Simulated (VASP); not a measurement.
# KSc3Si4 (Im-3m) in VASP: further runs

KSc3Si4 is run at these levels: PBE; tasks: single point, relaxation of cell and atoms.

All numbers are computed with VASP 6.6.1; they aren't measurements. Logs are shortened: lines on timing, memory, paths and dates and some standing lists are left out, and cuts for length are marked.

**1. The cell of the first run**

It takes space group Im-3m (No. 229, cubic). Conventional cell: a = 6.815 Å, b = 6.815 Å, c = 6.815 Å, α = 90.00°, β = 90.00°, γ = 90.00°. Within 3.9 Å of K (site symmetry m-3m) lie 8 Si at 2.95 Å and 6 Sc at 3.41 Å. Sc (site symmetry 4/mmm) has 8 Si at 2.95 Å and 2 K at 3.41 Å and 4 Sc at 3.41 Å within 3.9 Å. Si (site symmetry -3m) has 2 K at 2.95 Å and 6 Sc at 2.95 Å and 6 Si at 3.41 Å within 3.9 Å.

**2. Single point, PBE**

Input file INCAR:

```
SYSTEM = KSc3Si4
ALGO = Normal
EDIFF = 1E-6
ENCUT = 520
GGA = PE
ISIF = 2
ISMEAR = 0
LASPH = .TRUE.
LCHARG = .FALSE.
LREAL = .FALSE.
LWAVE = .FALSE.
NBANDS = 39
NELM = 100
PREC = Accurate
SIGMA = 0.1
```

Input file KPOINTS:

```
k-points
0
G
  8 8 8
  0 0 0
```

Input file POSCAR:

```
KSc3Si4
1.0
   -3.4073014536      3.4073014536      3.4073014536
    3.4073014536     -3.4073014536      3.4073014536
    3.4073014536      3.4073014536     -3.4073014536
K Sc Si
1 3 4
Direct
    0.0000000000      0.0000000000      0.0000000000
    0.5000000000      0.5000000000      0.0000000000
    0.5000000000      0.0000000000      0.5000000000
    0.0000000000      0.5000000000      0.5000000000
    0.5000000000      0.5000000000      0.5000000000
    0.0000000000      0.0000000000      0.5000000000
    0.0000000000      0.5000000000      0.0000000000
    0.5000000000      0.0000000000      0.0000000000
```

Potentials or basis: VASP PAW PBE potentials, release 64 (K_sv, Sc_sv, Si).

Command:

```sh
$ cat potpaw_PBE.64/K_sv/POTCAR potpaw_PBE.64/Sc_sv/POTCAR potpaw_PBE.64/Si/POTCAR > POTCAR
$ mpirun -np 1 vasp_std > vasp.out
```

OUTCAR:

```text
SYSTEM = KSc3Si4
   EDIFF = 1E-6
   ENCUT = 520
   GGA = PE
   ISIF = 2
   ISMEAR = 0
   LASPH = .TRUE.
   LREAL = .FALSE.
   NELM = 100
   PREC = Accurate

 ion  position               nearest neighbor table
   1  0.000  0.000  0.000-   5 2.95   6 2.95   7 2.95   8 2.95   6 2.95   7 2.95   8 2.95   5 2.95
                             4 3.41   4 3.41   2 3.41   3 3.41   2 3.41   3 3.41
   2  0.500  0.500  0.000-   5 2.95   6 2.95   7 2.95   8 2.95   5 2.95   8 2.95   7 2.95   6 2.95
                             4 3.41   3 3.41   1 3.41   4 3.41   1 3.41   3 3.41
   3  0.500  0.000  0.500-   5 2.95   6 2.95   7 2.95   8 2.95   8 2.95   5 2.95   6 2.95   7 2.95
                             4 3.41   2 3.41   1 3.41   1 3.41   4 3.41   2 3.41
   4  0.000  0.500  0.500-   5 2.95   6 2.95   7 2.95   8 2.95   7 2.95   6 2.95   5 2.95   8 2.95
                             3 3.41   1 3.41   1 3.41   2 3.41   3 3.41   2 3.41
   5  0.500  0.500  0.500-   1 2.95   2 2.95   3 2.95   4 2.95   2 2.95   3 2.95   4 2.95   1 2.95

   6  0.000  0.000  0.500-   1 2.95   2 2.95   3 2.95   4 2.95   1 2.95   4 2.95   3 2.95   2 2.95

   7  0.000  0.500  0.000-   1 2.95   2 2.95   3 2.95   4 2.95   4 2.95   1 2.95   2 2.95   3 2.95

   8  0.500  0.000  0.000-   1 2.95   2 2.95   3 2.95   4 2.95   3 2.95   2 2.95   1 2.95   4 2.95

  LATTYP: Found a body centered cubic cell.
 ALAT       =     6.8146029072

  Lattice vectors:

 A1 = (  -3.4073014536,   3.4073014536,   3.4073014536)
 A2 = (   3.4073014536,  -3.4073014536,   3.4073014536)
 A3 = (   3.4073014536,   3.4073014536,  -3.4073014536)

Analysis of symmetry for initial positions (statically):
=====================================================================
 Subroutine PRICEL returns:
 Original cell was already a primitive cell.

 Routine SETGRP: Setting up the symmetry group for a
 body centered cubic supercell.

 Subroutine GETGRP returns: Found 48 space group operations
 (whereof 48 operations were pure point group operations)
 out of a pool of 48 trial point group operations.

The static configuration has the point symmetry O_h .

Analysis of symmetry for dynamics (positions and initial velocities):
=====================================================================
 Subroutine PRICEL returns:
 Original cell was already a primitive cell.

 Routine SETGRP: Setting up the symmetry group for a
 body centered cubic supercell.

 Subroutine GETGRP returns: Found 48 space group operations
 (whereof 48 operations were pure point group operations)
 out of a pool of 48 trial point group operations.

The dynamic configuration has the point symmetry O_h .

 Subroutine INISYM returns: Found 48 space group operations
 (whereof 48 operations are pure point group operations),
 and found     1 'primitive' translations

----------------------------------------------------------------------------------------

                                     Primitive cell

  volume of cell :     158.2310

  direct lattice vectors                    reciprocal lattice vectors
    -3.407301454  3.407301454  3.407301454     0.000000000  0.146743693  0.146743693
     3.407301454 -3.407301454  3.407301454     0.146743693  0.000000000  0.146743693
     3.407301454  3.407301454 -3.407301454     0.146743693  0.146743693  0.000000000

  length of vectors
     5.901619234  5.901619234  5.901619234     0.207526921  0.207526921  0.207526921

  position of ions in fractional coordinates (direct lattice)
     0.000000000  0.000000000  0.000000000
     0.500000000  0.500000000  0.000000000
     0.500000000  0.000000000  0.500000000
     0.000000000  0.500000000  0.500000000
     0.500000000  0.500000000  0.500000000
     0.000000000  0.000000000  0.500000000
     0.000000000  0.500000000  0.000000000
     0.500000000  0.000000000  0.000000000

  ion indices of the primitive-cell ions
   primitive index   ion index
                 1           1
                 2           2
                 3           3
                 4           4
                 5           5
                 6           6
                 7           7
                 8           8

----------------------------------------------------------------------------------------

 KPOINTS: k-points

Automatic generation of k-mesh.
 Grid dimensions read from file:
 generate k-points for:    8    8    8

 Generating k-lattice:

  Cartesian coordinates                     Fractional coordinates (reciprocal lattice)
     0.000000000  0.018342962  0.018342962     0.125000000  0.000000000  0.000000000
     0.018342962  0.000000000  0.018342962     0.000000000  0.125000000  0.000000000
     0.018342962  0.018342962  0.000000000     0.000000000  0.000000000  0.125000000

  Length of vectors
     0.025940865  0.025940865  0.025940865

  Shift w.r.t. Gamma in fractional coordinates (k-lattice)
     0.000000000  0.000000000  0.000000000

 Subroutine IBZKPT returns following result:
 ===========================================

 Found     29 irreducible k-points:

 Following reciprocal coordinates:
            Coordinates               Weight
  0.000000  0.000000  0.000000      1.000000
  0.125000  0.000000  0.000000     12.000000
  0.250000  0.000000  0.000000     12.000000
  0.375000  0.000000  0.000000     12.000000
  0.500000  0.000000  0.000000      6.000000
  0.125000  0.125000  0.000000     24.000000
[... 16 lines left out ...]
 -0.250000  0.250000  0.250000      6.000000
 -0.375000  0.375000  0.250000     24.000000
 [... further k-points ...]
   k-points           NKPTS =     29   k-points in BZ     NKDIM =     29   number of bands    NBANDS=     39
   number of dos      NEDOS =    301   number of ions     NIONS =      8
   total plane-waves  NPLWV = 110592
   dimension x,y,z NGX =    48 NGY =   48 NGZ =   48
   dimension x,y,z NGXF=    96 NGYF=   96 NGZF=   96
   ions per type =               1   3   4
   NGX,Y,Z   is equivalent  to a cutoff of  13.52, 13.52, 13.52 a.u.
   NGXF,Y,Z  is equivalent  to a cutoff of  27.04, 27.04, 27.04 a.u.
 SYSTEM =  KSc3Si4
   PREC   = accura    normal or accurate (medium, high low for compatibility)
   ISTART =      0    job   : 0-new  1-cont  2-samecut
   ICHARG =      2    charge: 1-file 2-atom 10-const
   ISPIN  =      1    spin polarized calculation?
   LNONCOLLINEAR =      F non collinear calculations
   LSORBIT =      F    spin-orbit coupling
   LASPH  =      T    aspherical Exc in radial PAW
   ENCUT  =  520.0 eV  38.22 Ry    6.18 a.u.  10.97 10.97 10.97*2*pi/ulx,y,z
   NELM   =    100;   NELMIN=  2; NELMDL= -5     # of ELM steps
   EDIFF  = 0.1E-05   stopping-criterion for ELM
   LREAL  =      F    real-space projection
[... 7 lines left out ...]
   TEBEG  =    0.0;   TEEND  =   0.0 temperature during run
   PSTRESS=    0.0 pullay stress
   NELECT =      58.0000    total number of electrons
   NUPDOWN=      -1.0000    fix difference up-down
   EMIN   =  10.00;   EMAX   =-10.00  energy-range for DOS
   EFERMI =   0.00;   METHOD = LEGACY
   ISMEAR =     0;   SIGMA  =   0.10  broadening in eV -4-tet -1-fermi 0-gaus
   EFERMI_NEDOS =   21; number of points for ismear=-14 and -15
   IALGO  =     38    algorithm
   IMIX   =      4    mixing-type and parameters
     AMIX     =   0.40;   BMIX     =  1.00
     AMIX_MAG =   1.60;   BMIX_MAG =  1.00
  volume/ion in A,a.u.               =      19.78       133.47
  Fermi-wavevector in a.u.,A,eV,Ry     =   1.171620  2.214042 18.676642  1.372694
  Thomas-Fermi vector in A             =   2.308061
   LORBIT       =      0    0 simple, 1 ext, 2 COOP (PROOUT), +10 PAW based schemes
   GGA     = PE    functional components
   LHFCALC =     F    Hartree Fock is set to
   AEXX    =    0.0000 exact exchange contribution
   IVDW    =     0    specifies the selected vdW correction
   LEPSILON=     F    determine dielectric tensor
   LRPA    =     F    only Hartree local field effects (RPA)
 non-spin polarized calculation
 Gauss-broadening in eV      SIGMA  =   0.10
  energy-cutoff  :      520.00
  volume of cell :      158.23
 maximum number of plane-waves:      4289
 NGX is ok and might be reduce to    48
   NGX = 21   NGY = 21   NGZ = 21

 number of electron      57.9999996 magnetization

 Free energy of the ion-electron system (eV)
  ---------------------------------------------------
  ext. energy  EPLUGINS =         0.00000000
  ---------------------------------------------------
  free energy    TOTEN  =       -41.66505952 eV

  energy without entropy =      -41.64273183  energy(sigma->0) =      -41.65389567

 E-fermi :   5.8326     XC(G=0): -10.2621

 val. band max:        5.8287185459   @ k =   0.0000   0.0000   0.0000
 cond. band min:       5.8443995358   @ k =   0.2500   0.1250   0.1250
 fundamental gap:      0.0156809900
 Fermi energy:         5.8326444155

 k-point     1 :       0.0000    0.0000    0.0000
  band No.  band energies     occupation
      1     -44.1341      2.00000
      2     -44.1162      2.00000
      3     -44.1162      2.00000
      4     -24.2900      2.00000
      5     -22.8172      2.00000
      6     -22.8172      2.00000
[... 31 lines left out ...]
     38       7.6565      0.00000
     39       7.6565      0.00000

 k-point     2 :       0.1250    0.0000    0.0000
  band No.  band energies     occupation
      1     -44.1335      2.00000
      2     -44.1168      2.00000
      3     -44.1162      2.00000
      4     -24.2904      2.00000
      5     -22.8173      2.00000
      6     -22.8121      2.00000
[... 31 lines left out ...]
     38       7.7952      0.00000
     39       7.8231      0.00000

 k-point     3 :       0.2500    0.0000    0.0000
  band No.  band energies     occupation
      1     -44.1318      2.00000
      2     -44.1184      2.00000
      3     -44.1162      2.00000
      4     -24.2915      2.00000
      5     -22.8176      2.00000
      6     -22.7996      2.00000
[... 31 lines left out ...]
     38       7.7445      0.00000
     39       7.8782      0.00000

 k-point     4 :       0.3750    0.0000    0.0000
  band No.  band energies     occupation
      1     -44.1295      2.00000
      2     -44.1207      2.00000
      3     -44.1162      2.00000
      4     -24.2925      2.00000
      5     -22.8179      2.00000
      6     -22.7981      2.00000
[... 31 lines left out ...]
     38       7.4360      0.00000
     39       7.6962      0.00000
[... 754 lines left out ...]
     38       7.3058      0.00000
     39       8.0378      0.00000

 k-point    23 :      -0.2500    0.2500    0.2500
  band No.  band energies     occupation
      1     -44.1305      2.00000
      2     -44.1221      2.00000
      3     -44.1139      2.00000
      4     -24.2912      2.00000
      5     -22.8207      2.00000
      6     -22.8207      2.00000
[... 31 lines left out ...]
     38       7.7118      0.00000
     39       8.1925      0.00000

 k-point    24 :      -0.3750    0.3750    0.2500
  band No.  band energies     occupation
      1     -44.1291      2.00000
      2     -44.1243      2.00000
      3     -44.1130      2.00000
      4     -24.2910      2.00000
      5     -22.8226      2.00000
      6     -22.8184      2.00000
[... 31 lines left out ...]
     38       8.0205      0.00000
     39       8.4901      0.00000

 [... further k-points ...]

------------------------ aborting loop because EDIFF is reached ----------------------------------------

  FORCE on cell =-STRESS in cart. coord.  units (eV):
  Direction    XX          YY          ZZ          XY          YZ          ZX
  --------------------------------------------------------------------------------------
  -------------------------------------------------------------------------------------
  Total        0.1666765      0.1666765      0.1666765     -0.0000000     -0.0000000      0.0000000
  in kB        1.6876919      1.6876919      1.6876919     -0.0000000     -0.0000000      0.0000000
  external PRESSURE =       1.6876919 kB  Pullay stress =       0.0000000 kB

 VOLUME and BASIS-vectors are now :
 -----------------------------------------------------------------------------
  energy-cutoff  :      520.00
  volume of cell :      158.23
      direct lattice vectors                 reciprocal lattice vectors
    -3.407301454  3.407301454  3.407301454     0.000000000  0.146743693  0.146743693
     3.407301454 -3.407301454  3.407301454     0.146743693  0.000000000  0.146743693
     3.407301454  3.407301454 -3.407301454     0.146743693  0.146743693  0.000000000

 POSITION                                       TOTAL-FORCE (eV/Angst)
 -----------------------------------------------------------------------------------
      0.00000      0.00000      0.00000         0.000000     -0.000000      0.000000
      0.00000      0.00000      3.40730        -0.000000      0.000000      0.000000
      0.00000      3.40730      0.00000        -0.000000      0.000000     -0.000000
      3.40730      0.00000      0.00000         0.000000      0.000000      0.000000
      1.70365      1.70365      1.70365         0.000000     -0.000000      0.000000
      1.70365      1.70365     -1.70365         0.000000     -0.000000     -0.000000
      1.70365     -1.70365      1.70365         0.000000      0.000000      0.000000
     -1.70365      1.70365      1.70365        -0.000000     -0.000000     -0.000000
 -----------------------------------------------------------------------------------
    total drift:                               -0.000000     -0.000000      0.000000

  FREE ENERGIE OF THE ION-ELECTRON SYSTEM (eV)
  ---------------------------------------------------
  free  energy   TOTEN  =       -41.6650595214 eV

  energy  without entropy=      -41.6427318276  energy(sigma->0) =      -41.65389567
```

Run time: 5.2 min. Hardware: 1 thread of AMD EPYC 7R13 (Zen 3), shared host; peak memory 0.38 GiB.

What came out:

| Property | Result |
| --- | --- |
| Free energy | -41.6651 eV |
| Pressure | 0.2 GPa |
| Band gap on the k mesh | zero (bands 29 and 30 overlap by 1.24 eV) |

Levels at points of the mesh, in eV from the Fermi level:
```csv
k point,band 26,band 27,band 28,band 29,band 30,band 31,band 32,band 33
"(0.00, 0.00, 0.00)",-2.17,-0.89,-0.89,-0.19,0.00,0.00,1.16,1.16
"(0.50, 0.00, 0.00)",-1.82,-1.80,-1.49,-0.03,0.36,0.45,0.78,0.91
"(0.50, 0.50, 0.50)",-3.28,-0.15,-0.15,-0.15,0.10,0.59,0.59,0.59
```

**3. Relaxation of cell and atoms, PBE**

This run uses another cell than the first one, of 19.85 Å³/atom.

Input file INCAR:

```
PREC = Accurate
ENCUT = 600
EDIFF = 1E-6
ISMEAR = 0
SIGMA = 0.1
LREAL = F
LASPH = T
NELM = 100
ALGO = Normal
ISIF = 3
LWAVE = F
LCHARG = F
GGA = PE
IBRION = 2
NSW = 100
EDIFFG = -0.01
```

Input file KPOINTS:

```
Automatic mesh
0
Gamma
  8 8 8
```

Changes to POSCAR since step 2:

```diff
@@ -2,5 +2,5 @@
 1.0
-   -3.4073014536      3.4073014536      3.4073014536
-    3.4073014536     -3.4073014536      3.4073014536
-    3.4073014536      3.4073014536     -3.4073014536
+   -3.4114074509      3.4114074509      3.4114074509
+    3.4114074509     -3.4114074509      3.4114074509
+    3.4114074509      3.4114074509     -3.4114074509
 K Sc Si
```

Potentials or basis: VASP PAW PBE potentials, release 64 (K_sv, Sc_sv, Si).

Command:

```sh
$ cat potpaw_PBE.64/K_sv/POTCAR potpaw_PBE.64/Sc_sv/POTCAR potpaw_PBE.64/Si/POTCAR > POTCAR
$ mpirun -np 1 vasp_std > vasp.out
```

Wall time 4.5 min (1 thread of AMD EPYC 7R13 (Zen 3), shared host); peak memory 0.39 GiB.

The run converged. Its results:

```yaml
Free_energy: -41.6661 eV
Pressure_after_relaxing: -0.1 GPa
Band_gap_on_the_k_mesh: zero (bands 29 and 30 overlap by 1.24 eV)
```

Final structure:
```yaml
crystal:
  lattice:
    - [-3.41141, 3.41141, 3.41141]
    - [3.41141, -3.41141, 3.41141]
    - [3.41141, 3.41141, -3.41141]
  atoms:
    - { symbol: K, position: [0.00000, 0.00000, 0.00000] }
    - { symbol: Sc, position: [0.50000, 0.50000, 0.00000] }
    - { symbol: Sc, position: [0.50000, 0.00000, 0.50000] }
    - { symbol: Sc, position: [0.00000, 0.50000, 0.50000] }
    - { symbol: Si, position: [0.50000, 0.50000, 0.50000] }
    - { symbol: Si, position: [0.00000, 0.00000, 0.50000] }
    - { symbol: Si, position: [0.00000, 0.50000, 0.00000] }
    - { symbol: Si, position: [0.50000, 0.00000, 0.00000] }
```

Levels at points of the mesh, in eV from the Fermi level:
```tsv
k point	band 26	band 27	band 28	band 29	band 30	band 31	band 32	band 33
(0.00, 0.00, 0.00)	-2.16	-0.88	-0.88	-0.19	0.00	0.00	1.16	1.16
(0.50, 0.00, 0.00)	-1.81	-1.79	-1.48	-0.03	0.35	0.45	0.77	0.91
(0.50, 0.50, 0.50)	-3.27	-0.15	-0.15	-0.15	0.11	0.59	0.59	0.59
```

Caveat: the relaxation stopped at its first step, so nothing moved.

(Continued in part 2 of 2.)

The gap in the log of VASP goes by the Fermi energy; the results here count the filled bands.